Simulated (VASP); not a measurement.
# CaSe in VASP: further runs

Aim: see how the results for CaSe move with the level of theory and the settings. Levels: PBE, r2SCAN. Tasks: single point.

All numbers are computed with VASP 6.6.1; they aren't measurements. Logs are shortened: lines on timing, memory, paths and dates and some standing lists are left out, and cuts for length are marked.

## 1. The cell of the first run

Symmetry: R-3m, No. 166, trigonal system. The conventional cell has a = 5.097 Å, b = 5.097 Å, c = 6.423 Å, α = 90.00°, β = 90.00°, γ = 120.00°. Ca (site symmetry -3m) has 8 Se at 3.13 to 3.21 Å and 6 Ca at 3.64 Å within 4.1 Å. Se (site symmetry -3m) has 8 Ca at 3.13 to 3.21 Å and 6 Se at 3.64 Å within 4.1 Å.

## 2. Single point, PBE (epitaxial 111 strain -0.9%)

The input, INCAR:

```
PREC = Accurate ; ENCUT = 520
EDIFF = 1E-6 ; ISMEAR = -1
SIGMA = 0.02 ; LREAL = False
LASPH = True ; NELM = 80
ALGO = Normal ; ISIF = 2
LWAVE = False ; LCHARG = True
GGA = PE ; LELF = True
LVHAR = True ; NBANDS = 15
```

The input, KPOINTS:

```
Automatic mesh
0
Gamma
  8 8 8
```

The input, POSCAR:

```
CaSe
1.0
    3.6386166454      0.0347277353      0.0347277353
    0.0347277353      3.6386166454      0.0347277353
    0.0347277353      0.0347277353      3.6386166454
Ca Se
1 1
Direct
    0.0000000000      0.0000000000      0.0000000000
    0.5000000000      0.5000000000      0.5000000000
```

Potentials or basis: VASP PAW PBE potentials, release 64 (Ca_sv, Se).

On the command line:

```
> cat potpaw_PBE.64/Ca_sv/POTCAR potpaw_PBE.64/Se/POTCAR > POTCAR
> mpirun -np 1 vasp_std > vasp.out
```

OUTCAR:

```text
PREC = Accurate
   ENCUT = 520
   EDIFF = 1E-6
   ISMEAR = -1
   LREAL = False
   LASPH = True
   NELM = 80
   ISIF = 2
   GGA = PE

 ion  position               nearest neighbor table
   1  0.000  0.000  0.000-
   2  0.500  0.500  0.500-

  LATTYP: Found a trigonal (rhomboedric) cell.
 ALAT       =     3.6389480792
 COS(alpha) =     0.0191760261

  Lattice vectors:

 A1 = (   3.6386166454,   0.0347277353,   0.0347277353)
 A2 = (   0.0347277353,   3.6386166454,   0.0347277353)
 A3 = (   0.0347277353,   0.0347277353,   3.6386166454)

Analysis of symmetry for initial positions (statically):
=====================================================================
 Subroutine PRICEL returns:
 Original cell was already a primitive cell.

 Routine SETGRP: Setting up the symmetry group for a
 trigonal (rhombohedral) supercell.

 Subroutine GETGRP returns: Found 12 space group operations
 (whereof 12 operations were pure point group operations)
 out of a pool of 12 trial point group operations.

The static configuration has the point symmetry D_3d.

Analysis of symmetry for dynamics (positions and initial velocities):
=====================================================================
 Subroutine PRICEL returns:
 Original cell was already a primitive cell.

 Routine SETGRP: Setting up the symmetry group for a
 trigonal (rhombohedral) supercell.

 Subroutine GETGRP returns: Found 12 space group operations
 (whereof 12 operations were pure point group operations)
 out of a pool of 12 trial point group operations.

The dynamic configuration has the point symmetry D_3d.

 Subroutine INISYM returns: Found 12 space group operations
 (whereof 12 operations are pure point group operations),
 and found     1 'primitive' translations

----------------------------------------------------------------------------------------

                                     Primitive cell

  volume of cell :      48.1605

  direct lattice vectors                    reciprocal lattice vectors
     3.638616645  0.034727735  0.034727735     0.274879327 -0.002598704 -0.002598704
     0.034727735  3.638616645  0.034727735    -0.002598704  0.274879327 -0.002598704
     0.034727735  0.034727735  3.638616645    -0.002598704 -0.002598704  0.274879327

  length of vectors
     3.638948079  3.638948079  3.638948079     0.274903894  0.274903894  0.274903894

[... 82 lines left out ...]
   EDIFFG = 0.1E-04   stopping-criterion for IOM
   NSW    =      0    number of steps for IOM
   IBRION =     -1    ionic relax: 0-MD 1-quasi-New 2-CG
   NFREE  =      0    steps in history (QN), initial steepest desc. (CG)
   ISIF   =      2    stress and relaxation
   ISYM   =      2    0-nonsym 1-usesym 2-fastsym
   POTIM  = 0.5000    time-step for ionic-motion
   TEBEG  =    0.0;   TEEND  =   0.0 temperature during run
   PSTRESS=    0.0 pullay stress
   NELECT =      16.0000    total number of electrons
   NUPDOWN=      -1.0000    fix difference up-down
   EMIN   =  10.00;   EMAX   =-10.00  energy-range for DOS
   EFERMI =   0.00;   METHOD = LEGACY
   ISMEAR =    -1;   SIGMA  =   0.02  broadening in eV -4-tet -1-fermi 0-gaus
   EFERMI_NEDOS =   21; number of points for ismear=-14 and -15
   IALGO  =     38    algorithm
   IMIX   =      4    mixing-type and parameters
     AMIX     =   0.40;   BMIX     =  1.00
     AMIX_MAG =   1.60;   BMIX_MAG =  1.00
  volume/ion in A,a.u.               =      24.08       162.50
  Fermi-wavevector in a.u.,A,eV,Ry     =   1.133838  2.142644 17.491508  1.285590
  Thomas-Fermi vector in A             =   2.270542
   LORBIT       =      0    0 simple, 1 ext, 2 COOP (PROOUT), +10 PAW based schemes
   GGA     = PE    functional components
   LHFCALC =     F    Hartree Fock is set to
   AEXX    =    0.0000 exact exchange contribution
   IVDW    =     0    specifies the selected vdW correction
   LEPSILON=     F    determine dielectric tensor
   LRPA    =     F    only Hartree local field effects (RPA)
 non-spin polarized calculation
  energy-cutoff  :      520.00
  volume of cell :       48.16
 maximum number of plane-waves:      1334
   NGX = 13   NGY = 13   NGZ = 13

 number of electron      16.0000005 magnetization

 Free energy of the ion-electron system (eV)
  ---------------------------------------------------
  ext. energy  EPLUGINS =         0.00000000
  ---------------------------------------------------
  free energy    TOTEN  =        -8.80200727 eV

  energy without entropy =       -8.80200727  energy(sigma->0) =       -8.80200727

 E-fermi :   4.6186     XC(G=0):  -9.5697

 val. band max:        4.2166522039   @ k =   0.5000   0.5000  -0.0000
 cond. band min:       4.9915020945   @ k =   0.5000   0.5000  -0.0000
 fundamental gap:      0.7748498906
 Fermi energy:         4.6185900942

 k-point     1 :       0.0000    0.0000    0.0000
  band No.  band energies     occupation
      1     -37.0952      2.00000
      2     -18.0374      2.00000
      3     -18.0315      2.00000
      4     -18.0315      2.00000
      5      -8.8011      2.00000
      6       3.3277      2.00000
      7       3.3277      2.00000
      8       3.4221      2.00000
      9       5.3190      0.00000
     10       5.3190      0.00000
     11       6.2872      0.00000
     12       8.5632      0.00000
     13       8.5632      0.00000
     14       8.6756      0.00000
[... 401 lines left out ...]
      2     -18.1784      2.00000
      3     -18.0441      2.00000
      4     -18.0356      2.00000
      5      -8.0934      2.00000
      6       0.0074      2.00000
      7       2.5681      2.00000
      8       2.9142      2.00000
      9       6.2970      0.00000
     10       7.7767      0.00000
     11       7.9166      0.00000
     12       8.8055      0.00000
     13       9.4173      0.00000
     14      10.0736      0.00000
     15      12.0550      0.00000

 [... further k-points ...]
[... 5 lines left out ...]
  --------------------------------------------------------------------------------------
  -------------------------------------------------------------------------------------
  Total        0.2083110      0.2083110      0.2083110      0.0192288      0.0192288      0.0192288
  in kB        6.9299774      6.9299774      6.9299774      0.6396944      0.6396944      0.6396944
  external PRESSURE =       6.9299774 kB  Pullay stress =       0.0000000 kB

 VOLUME and BASIS-vectors are now :
 -----------------------------------------------------------------------------
  energy-cutoff  :      520.00
  volume of cell :       48.16
      direct lattice vectors                 reciprocal lattice vectors
     3.638616645  0.034727735  0.034727735     0.274879327 -0.002598704 -0.002598704
     0.034727735  3.638616645  0.034727735    -0.002598704  0.274879327 -0.002598704
     0.034727735  0.034727735  3.638616645    -0.002598704 -0.002598704  0.274879327

 POSITION                                       TOTAL-FORCE (eV/Angst)
 -----------------------------------------------------------------------------------
      0.00000      0.00000      0.00000         0.000000      0.000000      0.000000
      1.85404      1.85404      1.85404        -0.000000     -0.000000      0.000000
 -----------------------------------------------------------------------------------
    total drift:                               -0.000000      0.000000      0.000000

  FREE ENERGIE OF THE ION-ELECTRON SYSTEM (eV)
  ---------------------------------------------------
  free  energy   TOTEN  =        -8.8020072720 eV

  energy  without entropy=       -8.8020072720  energy(sigma->0) =       -8.80200727
```

OSZICAR:

```text
N       E                     dE             d eps       ncg     rms          rms(c)
DAV:   1     0.106184644744E+03    0.10618E+03   -0.75519E+03  1950   0.994E+02
DAV:   2    -0.449605228932E+01   -0.11068E+03   -0.10415E+03  2405   0.243E+02
DAV:   3    -0.877323345090E+01   -0.42772E+01   -0.42310E+01  2622   0.456E+01
DAV:   4    -0.895967230035E+01   -0.18644E+00   -0.18635E+00  2676   0.826E+00
DAV:   5    -0.896092764223E+01   -0.12553E-02   -0.12553E-02  2650   0.708E-01    0.448E+00
DAV:   6    -0.881294096353E+01    0.14799E+00   -0.15388E-01  2310   0.243E+00    0.260E+00
DAV:   7    -0.880008294125E+01    0.12858E-01   -0.80977E-02  2527   0.194E+00    0.843E-01
DAV:   8    -0.880202547918E+01   -0.19425E-02   -0.16619E-02  2086   0.908E-01    0.130E-01
DAV:   9    -0.880190627171E+01    0.11921E-03   -0.99347E-04  2543   0.303E-01    0.611E-02
DAV:  10    -0.880198747930E+01   -0.81208E-04   -0.25544E-04  2139   0.113E-01    0.147E-02
DAV:  11    -0.880200935090E+01   -0.21872E-04   -0.39237E-05  2406   0.487E-02    0.160E-02
DAV:  12    -0.880200794410E+01    0.14068E-05   -0.16248E-06  2347   0.690E-03    0.779E-03
DAV:  13    -0.880200727203E+01    0.67207E-06   -0.14684E-06  2243   0.773E-03
   1 F= -.88020073E+01 E0= -.88020073E+01  d E =-.460219E-10
```

Run time: 36 s. Hardware: 1 thread of Intel Xeon Platinum 8259CL at 2.50GHz (Skylake/Cascade Lake), shared host; peak memory 0.19 GiB.

What came out:

```
Free energy            : -8.8020 eV
Pressure               : 0.7 GPa
Band gap on the k mesh : 0.77 eV
```

Levels at points of the mesh, in eV from the valence-band top:
```csv
k point,band 4,band 5,band 6,band 7,band 8,band 9,band 10,band 11,band 12,band 13
"(0.00, 0.00, 0.00)",-22.25,-13.02,-0.89,-0.89,-0.79,1.10,1.10,2.07,4.35,4.35
"(0.50, 0.00, 0.00)",-22.23,-12.28,-4.89,-1.12,-0.96,2.03,4.59,4.62,4.82,5.19
"(0.50, 0.50, 0.00)",-22.22,-11.98,-3.58,-3.50,0.00,0.77,2.91,3.18,3.21,5.36
"(0.50, 0.50, 0.50)",-22.36,-11.42,-3.71,-3.66,-3.66,3.66,3.96,3.96,5.43,5.43
```

Caveat: the cell differs from its parent crystal (epitaxial 111 strain -0.9%); the structure was generated, so it needn't be the stable form of CaSe; semilocal functionals underestimate gaps, and a narrow one can read as zero. A k mesh can miss the band edges.

## 3. Single point, PBE (strain along [111] +4.5%)

The input, INCAR:

```
SYSTEM = CaSe
PREC = Accurate
ENCUT = 520
EDIFF = 1E-6
ISMEAR = -1
SIGMA = 0.02
LREAL = .FALSE.
LASPH = .TRUE.
NELM = 80
ALGO = Normal
ISIF = 2
LWAVE = .FALSE.
LCHARG = .FALSE.
GGA = PE
NBANDS = 15
```

The input, KPOINTS:

```
Automatic mesh
0
G
  8 8 8
  0 0 0
```

The input, POSCAR:

```
CaSe
1.0
    3.6889428692      0.0541582902      0.0541582902
    0.0541582902      3.6889428692      0.0541582902
    0.0541582902      0.0541582902      3.6889428692
Ca Se
1 1
Direct
    0.0000000000      0.0000000000      0.0000000000
    0.5000000000      0.5000000000      0.5000000000
```

Potentials or basis: VASP PAW PBE potentials, release 64 (Ca_sv, Se).

On the command line:

```
> cat potpaw_PBE.64/Ca_sv/POTCAR potpaw_PBE.64/Se/POTCAR > POTCAR
> mpirun -np 1 vasp_std > vasp.out
```

Wall time 35 s (1 thread of Intel Xeon Platinum 8259CL at 2.50GHz (Skylake/Cascade Lake), shared host); peak memory 0.19 GiB.

It converged, with:

```yaml
Free_energy: -8.7994 eV
Pressure: -1.3 GPa
Band_gap_on_the_k_mesh: 0.84 eV
```

Stress tensor (GPa, compression positive):
```
-1.28  0.19  0.19
 0.19 -1.28  0.19
 0.19  0.19 -1.28
```

Levels at points of the mesh, in eV from the valence-band top:
| k point | band 6 | band 7 | band 8 | band 9 | band 10 | band 11 |
| --- | --- | --- | --- | --- | --- | --- |
| (0.00, 0.00, 0.00) | -0.86 | -0.86 | -0.71 | 1.22 | 1.22 | 1.85 |
| (0.50, 0.00, 0.00) | -4.67 | -1.09 | -0.85 | 2.10 | 4.43 | 4.46 |
| (0.50, 0.50, 0.00) | -3.43 | -3.31 | 0.00 | 0.84 | 2.86 | 3.20 |
| (0.50, 0.50, 0.50) | -3.51 | -3.45 | -3.45 | 3.54 | 3.98 | 3.98 |

Caveat: the cell differs from its parent crystal (strain along [111] +4.5%); the structure was generated, so it needn't be the stable form of CaSe.

(Part 1 of 2 ends here.)
